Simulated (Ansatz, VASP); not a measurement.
One calculation of Ta, two programs

```
CELL_PARAMETERS angstrom
2.77728 0.00000 0.00000
-1.38864 2.40520 0.00000
0.00000 0.00000 5.42542
ATOMIC_POSITIONS crystal
Ta 0.66667 0.33333 0.75000
Ta 0.33333 0.66667 0.25000
```

Alike in both runs: task single point; functional PBEsol; k mesh 24 × 24 × 14; occupations gaussian, width 0.15 eV; no spin polarisation.

|  | VASP | Ansatz |
| --- | --- | --- |
| version | VASP 6.6.1 | Ansatz 0.2.0 |
| potentials or method | VASP PAW PBE potentials, release 64 (Ta_pv), cutoff 520 eV | scalar-relativistic, plane waves, PAW |
| valence electrons in the cell | 22 | 26 |

|  | VASP | Ansatz | Ansatz less VASP |
| --- | --- | --- | --- |
| gap on the k mesh at the Fermi level (eV) | none | none | - |
| pressure (GPa) | 2.6 | 2.4 | -0.23 |
| traceless stress, the component that is largest in VASP (GPa) | -15.05 | -14.96 | +0.089 |

VASP's potentials were made for PBE, not for PBEsol. A gap of «none» marks a metal or a gap that the smearing closes. The functional is the same, so the differences come from potentials, cutoffs and numerics. VASP's potentials hold 22 valence electrons a cell and Ansatz's 26, so a difference there can come from the potentials and not from the codes.

Neither program's run includes spin-orbit coupling.
